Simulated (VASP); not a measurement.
# CdS (CsCl type) (Pm-3m) in VASP: notebook, part 2 of 2

VASP 6.6.1. The steps go on from the part before.

## Step 3: Single point, PBE

This run uses another cell than the first one, of 19.83 Å³/atom, 1.087 times its volume.

INCAR

```
SYSTEM = CdS
ALGO = Normal ; EDIFF = 1E-6
ENCUT = 520 ; GGA = PE
ISIF = 2 ; ISMEAR = -1
LASPH = .True. ; LCHARG = .False.
LREAL = .False. ; LWAVE = .False.
NBANDS = 16 ; NELM = 80
PREC = Accurate ; SIGMA = 0.05
```

KPOINTS

```
k-points
0
Gamma
  14 14 14
  0 0 0
```

POSCAR

```
CdS
1.0
    3.4101975912      0.0000000000      0.0000000000
    0.0000000000      3.4101975912      0.0000000000
    0.0000000000      0.0000000000      3.4101975912
Cd S
1 1
Direct
    0.0000000000      0.0000000000      0.0000000000
    0.5000000000      0.5000000000      0.5000000000
```

Potentials or basis: VASP PAW PBE potentials, release 64 (Cd, S).

Command:

```
> cat potpaw_PBE.64/Cd/POTCAR potpaw_PBE.64/S/POTCAR > POTCAR
> mpirun -np 1 vasp_std > vasp.out
```

OUTCAR:

```text
SYSTEM = CdS
   EDIFF = 1E-6
   ENCUT = 520
   GGA = PE
   ISIF = 2
   ISMEAR = -1
   LASPH = .True.
   LREAL = .False.
   NELM = 80
   PREC = Accurate

 ion  position               nearest neighbor table
   1  0.000  0.000  0.000-   2 2.95   2 2.95   2 2.95   2 2.95   2 2.95   2 2.95   2 2.95   2 2.95

   2  0.500  0.500  0.500-   1 2.95   1 2.95   1 2.95   1 2.95   1 2.95   1 2.95   1 2.95   1 2.95

  LATTYP: Found a simple cubic cell.
 ALAT       =     3.4101975912

  Lattice vectors:

 A1 = (   3.4101975912,   0.0000000000,   0.0000000000)
 A2 = (   0.0000000000,   3.4101975912,   0.0000000000)
 A3 = (   0.0000000000,   0.0000000000,   3.4101975912)

Analysis of symmetry for initial positions (statically):
=====================================================================
 Subroutine PRICEL returns:
 Original cell was already a primitive cell.

 Routine SETGRP: Setting up the symmetry group for a
 simple cubic supercell.

 Subroutine GETGRP returns: Found 48 space group operations
 (whereof 48 operations were pure point group operations)
 out of a pool of 48 trial point group operations.

The static configuration has the point symmetry O_h .

Analysis of symmetry for dynamics (positions and initial velocities):
=====================================================================
 Subroutine PRICEL returns:
 Original cell was already a primitive cell.

 Routine SETGRP: Setting up the symmetry group for a
 simple cubic supercell.

 Subroutine GETGRP returns: Found 48 space group operations
 (whereof 48 operations were pure point group operations)
 out of a pool of 48 trial point group operations.

The dynamic configuration has the point symmetry O_h .

 Subroutine INISYM returns: Found 48 space group operations
 (whereof 48 operations are pure point group operations),
 and found     1 'primitive' translations

----------------------------------------------------------------------------------------

                                     Primitive cell

  volume of cell :      39.6587

  direct lattice vectors                    reciprocal lattice vectors
     3.410197591  0.000000000  0.000000000     0.293238140  0.000000000  0.000000000
     0.000000000  3.410197591  0.000000000     0.000000000  0.293238140  0.000000000
     0.000000000  0.000000000  3.410197591     0.000000000  0.000000000  0.293238140

  length of vectors
     3.410197591  3.410197591  3.410197591     0.293238140  0.293238140  0.293238140

  position of ions in fractional coordinates (direct lattice)
     0.000000000  0.000000000  0.000000000
     0.500000000  0.500000000  0.500000000

  ion indices of the primitive-cell ions
   primitive index   ion index
                 1           1
                 2           2

----------------------------------------------------------------------------------------

 KPOINTS: k-points

Automatic generation of k-mesh.
 Grid dimensions read from file:
 generate k-points for:   14   14   14

 Generating k-lattice:

  Cartesian coordinates                     Fractional coordinates (reciprocal lattice)
     0.020945581  0.000000000  0.000000000     0.071428571  0.000000000  0.000000000
     0.000000000  0.020945581  0.000000000     0.000000000  0.071428571  0.000000000
     0.000000000  0.000000000  0.020945581     0.000000000  0.000000000  0.071428571

  Length of vectors
     0.020945581  0.020945581  0.020945581

  Shift w.r.t. Gamma in fractional coordinates (k-lattice)
     0.000000000  0.000000000  0.000000000

 Subroutine IBZKPT returns following result:
 ===========================================

 Found    120 irreducible k-points:

 Following reciprocal coordinates:
            Coordinates               Weight
  0.000000  0.000000  0.000000      1.000000
  0.071429  0.000000  0.000000      6.000000
  0.142857  0.000000  0.000000      6.000000
  0.214286  0.000000  0.000000      6.000000
  0.285714  0.000000  0.000000      6.000000
  0.357143  0.000000  0.000000      6.000000
[... 16 lines left out ...]
  0.285714  0.214286  0.000000     24.000000
  0.357143  0.214286  0.000000     24.000000
 [... further k-points ...]
   k-points           NKPTS =    120   k-points in BZ     NKDIM =    120   number of bands    NBANDS=     16
   number of dos      NEDOS =    301   number of ions     NIONS =      2
   total plane-waves  NPLWV =  21952
   dimension x,y,z NGX =    28 NGY =   28 NGZ =   28
   dimension x,y,z NGXF=    56 NGYF=   56 NGZF=   56
   ions per type =               1   1
   NGX,Y,Z   is equivalent  to a cutoff of  13.65, 13.65, 13.65 a.u.
   NGXF,Y,Z  is equivalent  to a cutoff of  27.30, 27.30, 27.30 a.u.
 SYSTEM =  CdS
   PREC   = accura    normal or accurate (medium, high low for compatibility)
   ISTART =      0    job   : 0-new  1-cont  2-samecut
   ICHARG =      2    charge: 1-file 2-atom 10-const
   ISPIN  =      1    spin polarized calculation?
   LNONCOLLINEAR =      F non collinear calculations
   LSORBIT =      F    spin-orbit coupling
   LASPH  =      T    aspherical Exc in radial PAW
   ENCUT  =  520.0 eV  38.22 Ry    6.18 a.u.   6.34  6.34  6.34*2*pi/ulx,y,z
   NELM   =     80;   NELMIN=  2; NELMDL= -5     # of ELM steps
   EDIFF  = 0.1E-05   stopping-criterion for ELM
   LREAL  =      F    real-space projection
[... 7 lines left out ...]
   TEBEG  =    0.0;   TEEND  =   0.0 temperature during run
   PSTRESS=    0.0 pullay stress
   NELECT =      18.0000    total number of electrons
   NUPDOWN=      -1.0000    fix difference up-down
   EMIN   =  10.00;   EMAX   =-10.00  energy-range for DOS
   EFERMI =   0.00;   METHOD = LEGACY
   ISMEAR =    -1;   SIGMA  =   0.05  broadening in eV -4-tet -1-fermi 0-gaus
   EFERMI_NEDOS =   21; number of points for ismear=-14 and -15
   IALGO  =     38    algorithm
   IMIX   =      4    mixing-type and parameters
     AMIX     =   0.40;   BMIX     =  1.00
     AMIX_MAG =   1.60;   BMIX_MAG =  1.00
  volume/ion in A,a.u.               =      19.83       133.82
  Fermi-wavevector in a.u.,A,eV,Ry     =   1.258112  2.377488 21.535940  1.582847
  Thomas-Fermi vector in A             =   2.391738
   LORBIT       =      0    0 simple, 1 ext, 2 COOP (PROOUT), +10 PAW based schemes
   GGA     = PE    functional components
   LHFCALC =     F    Hartree Fock is set to
   AEXX    =    0.0000 exact exchange contribution
   IVDW    =     0    specifies the selected vdW correction
   LEPSILON=     F    determine dielectric tensor
   LRPA    =     F    only Hartree local field effects (RPA)
 non-spin polarized calculation
  energy-cutoff  :      520.00
  volume of cell :       39.66
 maximum number of plane-waves:      1084
 NGX is ok and might be reduce to    28
   NGX = 13   NGY = 13   NGZ = 13

 number of electron      17.9999997 magnetization

 Free energy of the ion-electron system (eV)
  ---------------------------------------------------
  ext. energy  EPLUGINS =         0.00000000
  ---------------------------------------------------
  free energy    TOTEN  =        -4.87251461 eV

  energy without entropy =       -4.86194251  energy(sigma->0) =       -4.86722856

 E-fermi :   3.7816     XC(G=0): -10.7088

 val. band max:        3.7645833418   @ k =   0.4286   0.1429   0.0000
 cond. band min:       3.7863212266   @ k =   0.4286   0.2143   0.0000
 fundamental gap:      0.0217378848
 Fermi energy:         3.7815792943

 k-point     1 :       0.0000    0.0000    0.0000
  band No.  band energies     occupation
      1      -9.5155      2.00000
      2      -4.9121      2.00000
      3      -4.9121      2.00000
      4      -4.3452      2.00000
      5      -4.3452      2.00000
      6      -4.3452      2.00000
[... 8 lines left out ...]
     15      15.4034      0.00000
     16      18.2378      0.00000

 k-point     2 :       0.0714    0.0000    0.0000
  band No.  band energies     occupation
      1      -9.4749      2.00000
      2      -4.9089      2.00000
      3      -4.8960      2.00000
      4      -4.3590      2.00000
      5      -4.3590      2.00000
      6      -4.3440      2.00000
[... 8 lines left out ...]
     15      15.1764      0.00000
     16      18.2364      0.00000
[... 387 lines left out ...]
      5      -4.4864      2.00000
      6      -4.4105      2.00000
[... 8 lines left out ...]
     15      16.1716      0.00000
     16      16.3265      0.00000

 k-point    24 :       0.3571    0.2143    0.0000
  band No.  band energies     occupation
      1      -8.5183      2.00000
      2      -4.8008      2.00000
      3      -4.5753      2.00000
      4      -4.5284      2.00000
      5      -4.4755      2.00000
      6      -4.4030      2.00000
[... 8 lines left out ...]
     15      16.2498      0.00000
     16      17.3794      0.00000

 [... further k-points ...]

------------------------ aborting loop because EDIFF is reached ----------------------------------------

  FORCE on cell =-STRESS in cart. coord.  units (eV):
  Direction    XX          YY          ZZ          XY          YZ          ZX
  --------------------------------------------------------------------------------------
  -------------------------------------------------------------------------------------
  Total        0.0789705      0.0789705      0.0789705     -0.0000000      0.0000000      0.0000000
  in kB        3.1903402      3.1903402      3.1903402     -0.0000000      0.0000000      0.0000000
  external PRESSURE =       3.1903402 kB  Pullay stress =       0.0000000 kB

 VOLUME and BASIS-vectors are now :
 -----------------------------------------------------------------------------
  energy-cutoff  :      520.00
  volume of cell :       39.66
      direct lattice vectors                 reciprocal lattice vectors
     3.410197591  0.000000000  0.000000000     0.293238140  0.000000000  0.000000000
     0.000000000  3.410197591  0.000000000     0.000000000  0.293238140  0.000000000
     0.000000000  0.000000000  3.410197591     0.000000000  0.000000000  0.293238140

 POSITION                                       TOTAL-FORCE (eV/Angst)
 -----------------------------------------------------------------------------------
      0.00000      0.00000      0.00000         0.000000      0.000000      0.000000
      1.70510      1.70510      1.70510         0.000000      0.000000      0.000000
 -----------------------------------------------------------------------------------
    total drift:                               -0.000000      0.000000      0.000000

  FREE ENERGIE OF THE ION-ELECTRON SYSTEM (eV)
  ---------------------------------------------------
  free  energy   TOTEN  =        -4.8725146149 eV

  energy  without entropy=       -4.8619425144  energy(sigma->0) =       -4.86722856
```

OSZICAR:

```text
N       E                     dE             d eps       ncg     rms          rms(c)
DAV:   1     0.108757967847E+03    0.10876E+03   -0.93892E+03  3928   0.107E+03
DAV:   2    -0.190173624944E+01   -0.11066E+03   -0.10297E+03  4800   0.257E+02
DAV:   3    -0.568791550427E+01   -0.37862E+01   -0.37791E+01  4560   0.492E+01
DAV:   4    -0.570390021339E+01   -0.15985E-01   -0.15984E-01  4952   0.326E+00
DAV:   5    -0.570403158062E+01   -0.13137E-03   -0.13137E-03  4584   0.286E-01    0.674E+00
DAV:   6    -0.489255628880E+01    0.81148E+00   -0.12017E+00  4992   0.131E+01    0.605E+00
DAV:   7    -0.487893984213E+01    0.13616E-01   -0.14112E-01  4296   0.304E+00    0.330E+00
DAV:   8    -0.487300765085E+01    0.59322E-02   -0.14096E-02  4480   0.134E+00    0.259E-01
DAV:   9    -0.487246177410E+01    0.54588E-03   -0.13945E-03  4888   0.473E-01    0.791E-02
DAV:  10    -0.487251339967E+01   -0.51626E-04   -0.20832E-04  4296   0.149E-01    0.463E-02
DAV:  11    -0.487251538597E+01   -0.19863E-05   -0.23005E-05  4712   0.436E-02    0.151E-02
DAV:  12    -0.487251461485E+01    0.77112E-06   -0.65479E-06  4504   0.182E-02
   1 F= -.48725146E+01 E0= -.48672286E+01  d E =-.105721E-01
```

Wall time 1.8 min (1 thread of AMD EPYC 7R13, shared host); peak memory 0.18 GiB.

What came out:

- Free energy: -4.8725 eV
- Pressure: 0.3 GPa
- Band gap on the k mesh: zero (band 9 reaches 3.85 eV, above the bottom of band 10 at 2.79 eV)
